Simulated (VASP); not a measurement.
# Tl2GeF4 (P-42m) in VASP: single point with r2SCAN+rVV10

Aim: the single point of Tl2GeF4 with r2SCAN+rVV10.

Program: VASP 6.6.1. These are calculated values, not measurements. Logs are shortened: lines on timing, memory, paths and dates and some standing lists are left out, and cuts for length are marked.

### 1 The cell of the first run

The structure is tetragonal, space group P-42m (No. 111). The conventional cell has a = 6.761 Å, b = 6.761 Å, c = 3.231 Å, α = 90.00°, β = 90.00°, γ = 90.00°. Within 3.6 Å of Tl (site symmetry 222) lie 8 F at 2.71 to 3.21 Å and 2 Tl at 3.23 Å and 2 Ge at 3.38 Å. Within 2.9 Å of Ge (site symmetry -42m) lie 8 F at 2.19 to 2.78 Å. F (site symmetry m) has 2 Ge at 2.19 to 2.78 Å and 2 Tl at 2.71 Å and 2 F at 2.78 Å within 2.9 Å.

### 2 Single point, r2SCAN+rVV10

The input, POSCAR:

```
Tl2GeF4
1.0
    6.7611404318      0.0000000000      0.0000000000
    0.0000000000      6.7611404318      0.0000000000
    0.0000000000      0.0000000000      3.2313688636
Tl Ge F
2 1 4
Direct
    0.0000000000      0.5000000000      0.0000000000
    0.5000000000      0.0000000000      0.0000000000
    0.0000000000      0.0000000000      0.0000000000
    0.1943311864      0.8056688136      0.6413391427
    0.8056688136      0.8056688136      0.3586608573
    0.1943311864      0.1943311864      0.3586608573
    0.8056688136      0.1943311864      0.6413391427
```

The input, INCAR.step1:

```
SYSTEM = Tl2GeF4
PREC = Accurate
ENCUT = 520
ISMEAR = -1
SIGMA = 0.03
LREAL = .FALSE.
LASPH = .TRUE.
NELM = 60
NBANDS = 43
GGA = PE
ALGO = Normal
EDIFF = 1E-4
LWAVE = .TRUE.
LCHARG = .FALSE.
```

The input, INCAR.step2:

```
SYSTEM = Tl2GeF4
PREC = Accurate
ENCUT = 520
EDIFF = 1E-6
ISMEAR = -1
SIGMA = 0.03
LREAL = .FALSE.
LASPH = .TRUE.
NELM = 60
ALGO = Normal
ISIF = 2
LWAVE = .FALSE.
LCHARG = .FALSE.
METAGGA = R2SCAN
LMIXTAU = .TRUE.
LUSE_VDW = .TRUE.
IVDW_NL = 2
BPARAM = 11.95
CPARAM = 0.0093
NBANDS = 43
ISTART = 1
```

The input, KPOINTS:

```
regular mesh
0
G
  4 4 8
  0 0 0
```

Potentials or basis: VASP PAW PBE potentials, release 64 (Tl_d, Ge_d, F).

Launch:

```console
cat potpaw_PBE.64/Tl_d/POTCAR potpaw_PBE.64/Ge_d/POTCAR potpaw_PBE.64/F/POTCAR > POTCAR
cp INCAR.step1 INCAR
mpirun -np 1 vasp_std > vasp.out
cp INCAR.step2 INCAR
mpirun -np 1 vasp_std > vasp.out
```

OUTCAR:

```text
SYSTEM = Tl2GeF4
   PREC = Accurate
   ENCUT = 520
   EDIFF = 1E-6
   ISMEAR = -1
   LREAL = .FALSE.
   LASPH = .TRUE.
   NELM = 60
   ISIF = 2
   METAGGA = R2SCAN
   IVDW_NL = 2
   BPARAM = 11.95
   ISTART = 1

 ion  position               nearest neighbor table
   1  0.000  0.500  0.000-   4 2.71   5 2.71   6 2.71   7 2.71   3 3.38   3 3.38
   2  0.500  0.000  0.000-   4 2.71   5 2.71   6 2.71   7 2.71   3 3.38   3 3.38
   3  0.000  0.000  0.000-   4 2.19   5 2.19   6 2.19   7 2.19   1 3.38   2 3.38   1 3.38   2 3.38

   4  0.194  0.806  0.641-   3 2.19   2 2.71   1 2.71
   5  0.806  0.806  0.359-   3 2.19   2 2.71   1 2.71
   6  0.194  0.194  0.359-   3 2.19   2 2.71   1 2.71
   7  0.806  0.194  0.641-   3 2.19   2 2.71   1 2.71

  LATTYP: Found a simple tetragonal cell.
 ALAT       =     6.7611404318
 C/A-ratio  =     0.4779325169

  Lattice vectors:

 A1 = (   6.7611404318,   0.0000000000,   0.0000000000)
 A2 = (   0.0000000000,   6.7611404318,   0.0000000000)
 A3 = (   0.0000000000,   0.0000000000,   3.2313688636)

Analysis of symmetry for initial positions (statically):
=====================================================================
 Subroutine PRICEL returns:
 Original cell was already a primitive cell.

 Routine SETGRP: Setting up the symmetry group for a
 simple tetragonal supercell.

 Subroutine GETGRP returns: Found  8 space group operations
 (whereof  8 operations were pure point group operations)
 out of a pool of 16 trial point group operations.

The static configuration has the point symmetry D_2d.

Analysis of symmetry for dynamics (positions and initial velocities):
=====================================================================
 Subroutine PRICEL returns:
 Original cell was already a primitive cell.

 Routine SETGRP: Setting up the symmetry group for a
 simple tetragonal supercell.

 Subroutine GETGRP returns: Found  8 space group operations
 (whereof  8 operations were pure point group operations)
 out of a pool of 16 trial point group operations.

The dynamic configuration has the point symmetry D_2d.

 Subroutine INISYM returns: Found  8 space group operations
 (whereof  8 operations are pure point group operations),
 and found     1 'primitive' translations

[... 94 lines left out ...]
 SYSTEM =  Tl2GeF4
   PREC   = accura    normal or accurate (medium, high low for compatibility)
   ISTART =      1    job   : 0-new  1-cont  2-samecut
   ICHARG =      0    charge: 1-file 2-atom 10-const
   ISPIN  =      1    spin polarized calculation?
   LNONCOLLINEAR =      F non collinear calculations
   LSORBIT =      F    spin-orbit coupling
   LASPH  =      T    aspherical Exc in radial PAW
   ENCUT  =  520.0 eV  38.22 Ry    6.18 a.u.  12.57 12.57  6.01*2*pi/ulx,y,z
   NELM   =     60;   NELMIN=  2; NELMDL=  0     # of ELM steps
   EDIFF  = 0.1E-05   stopping-criterion for ELM
   LREAL  =      F    real-space projection
[... 7 lines left out ...]
   TEBEG  =    0.0;   TEEND  =   0.0 temperature during run
   PSTRESS=    0.0 pullay stress
   NELECT =      68.0000    total number of electrons
   NUPDOWN=      -1.0000    fix difference up-down
   EMIN   =  10.00;   EMAX   =-10.00  energy-range for DOS
   EFERMI =   0.00;   METHOD = LEGACY
   ISMEAR =    -1;   SIGMA  =   0.03  broadening in eV -4-tet -1-fermi 0-gaus
   EFERMI_NEDOS =   21; number of points for ismear=-14 and -15
   IALGO  =     38    algorithm
   IMIX   =      4    mixing-type and parameters
     AMIX     =   0.40;   BMIX     =  1.00
     AMIX_MAG =   1.60;   BMIX_MAG =  1.00
  volume/ion in A,a.u.               =      21.10       142.40
  Fermi-wavevector in a.u.,A,eV,Ry     =   1.264064  2.388734 21.740167  1.597857
  Thomas-Fermi vector in A             =   2.397388
   LORBIT       =      0    0 simple, 1 ext, 2 COOP (PROOUT), +10 PAW based schemes
   METAGGA = R2SCAN    functional components
   LHFCALC =     F    Hartree Fock is set to
   AEXX    =    0.0000 exact exchange contribution
   IVDW_NL    =     2    kernel type
   BPARAM     =11.9500
   IVDW    =     0    specifies the selected vdW correction
   LEPSILON=     F    determine dielectric tensor
   LRPA    =     F    only Hartree local field effects (RPA)
 non-spin polarized calculation
  energy-cutoff  :      520.00
  volume of cell :      147.72
 maximum number of plane-waves:      4036
   NGX = 25   NGY = 25   NGZ = 13

 number of electron      67.9999994 magnetization

 Free energy of the ion-electron system (eV)
  ---------------------------------------------------
  ext. energy  EPLUGINS =         0.00000000
  ---------------------------------------------------
  free energy    TOTEN  =      -142.61043778 eV

  energy without entropy =     -142.61043778  energy(sigma->0) =     -142.61043778

 E-fermi :   1.4792     XC(G=0):  -9.0732

 val. band max:        0.7589199591   @ k =   0.0000   0.0000   0.5000
 cond. band min:       2.9135077156   @ k =   0.0000   0.0000   0.5000
 fundamental gap:      2.1545877565
 Fermi energy:         1.4791882607

 k-point     1 :       0.0000    0.0000    0.0000
  band No.  band energies     occupation
      1     -23.6021      2.00000
      2     -23.5610      2.00000
      3     -23.5610      2.00000
      4     -23.5588      2.00000
      5     -23.5291      2.00000
      6     -22.2506      2.00000
[... 1093 lines left out ...]
     42       7.9445      0.00000
     43       8.0798      0.00000

 [... further k-points ...]
[... 5 lines left out ...]
  --------------------------------------------------------------------------------------
  -------------------------------------------------------------------------------------
  Total       -0.0921062     -0.0921062     -0.0568352      0.0000000     -0.0000000      0.0000000
  in kB       -0.9990173     -0.9990173     -0.6164552      0.0000000     -0.0000000      0.0000000
  external PRESSURE =      -0.8714966 kB  Pullay stress =       0.0000000 kB

 VOLUME and BASIS-vectors are now :
 -----------------------------------------------------------------------------
  energy-cutoff  :      520.00
  volume of cell :      147.72
      direct lattice vectors                 reciprocal lattice vectors
     6.761140432  0.000000000  0.000000000     0.147904042  0.000000000  0.000000000
     0.000000000  6.761140432  0.000000000     0.000000000  0.147904042  0.000000000
     0.000000000  0.000000000  3.231368864     0.000000000  0.000000000  0.309466372

 POSITION                                       TOTAL-FORCE (eV/Angst)
 -----------------------------------------------------------------------------------
      0.00000      3.38057      0.00000         0.000000     -0.000000      0.000000
      3.38057      0.00000      0.00000         0.000000      0.000000     -0.000000
      0.00000      0.00000      0.00000         0.000000      0.000000      0.000000
      1.31390      5.44724      2.07240         0.006246     -0.006246     -0.014857
      5.44724      5.44724      1.15897        -0.006246     -0.006246      0.014857
      1.31390      1.31390      1.15897         0.006246      0.006246      0.014857
      5.44724      1.31390      2.07240        -0.006246      0.006246     -0.014857
 -----------------------------------------------------------------------------------
    total drift:                                0.000000      0.000000     -0.000000

  FREE ENERGIE OF THE ION-ELECTRON SYSTEM (eV)
  ---------------------------------------------------
  free  energy   TOTEN  =      -142.6104377809 eV

  energy  without entropy=     -142.6104377809  energy(sigma->0) =     -142.61043778
```

OUTCAR.step1:

```text
SYSTEM = Tl2GeF4
   PREC = Accurate
   ENCUT = 520
   ISMEAR = -1
   LREAL = .FALSE.
   LASPH = .TRUE.
[... 1345 lines left out ...]
      5.44724      5.44724      1.15897        -0.117443     -0.117443      0.044772
      1.31390      1.31390      1.15897         0.117443      0.117443      0.044772
      5.44724      1.31390      2.07240        -0.117443      0.117443     -0.044772
 -----------------------------------------------------------------------------------
    total drift:                                0.000000      0.000000     -0.000000

  FREE ENERGIE OF THE ION-ELECTRON SYSTEM (eV)
  ---------------------------------------------------
  free  energy   TOTEN  =       -28.0609457594 eV

  energy  without entropy=      -28.0609457594  energy(sigma->0) =      -28.06094576
```

Run time: 8.7 min. Hardware: 1 thread of Intel Xeon Platinum 8375C at 2.90GHz (Ice Lake), shared host; peak memory 0.58 GiB.

What came out:

| Property | Result |
| --- | --- |
| Free energy | -142.6104 eV |
| Pressure | -0.1 GPa |
| Largest force | 0.017 eV/Å |
| Band gap on the k mesh | 2.15 eV |

Forces on the atoms (eV/Å):
```
Tl   0.000  0.000  0.000
Tl   0.000  0.000  0.000
Ge   0.000  0.000  0.000
F    0.006 -0.006 -0.015
F   -0.006 -0.006  0.015
F    0.006  0.006  0.015
F   -0.006  0.006 -0.015
```

Levels at points of the mesh, in eV from the valence-band top:
```
           k point  band 32  band 33  band 34  band 35  band 36  band 37
(0.00, 0.00, 0.00)    -2.34    -1.04    -0.09     3.01     3.01     5.57
(0.50, 0.00, 0.00)    -2.28    -1.38    -0.16     3.54     3.91     4.50
(0.50, 0.50, 0.00)    -1.31    -1.31    -0.54     3.20     5.31     5.34
(0.00, 0.00, 0.50)    -0.66    -0.62     0.00     2.15     3.46     4.48
(0.50, 0.00, 0.50)    -0.84    -0.64    -0.06     2.75     2.79     4.39
(0.50, 0.50, 0.50)    -0.94    -0.94    -0.12     2.96     2.96     4.12
```

Caveat: the PAW data sets were made with another functional, which shifts forces and pressure a little; spin-orbit coupling is left out, which moves the levels of the heavy elements. A k mesh can miss the band edges.
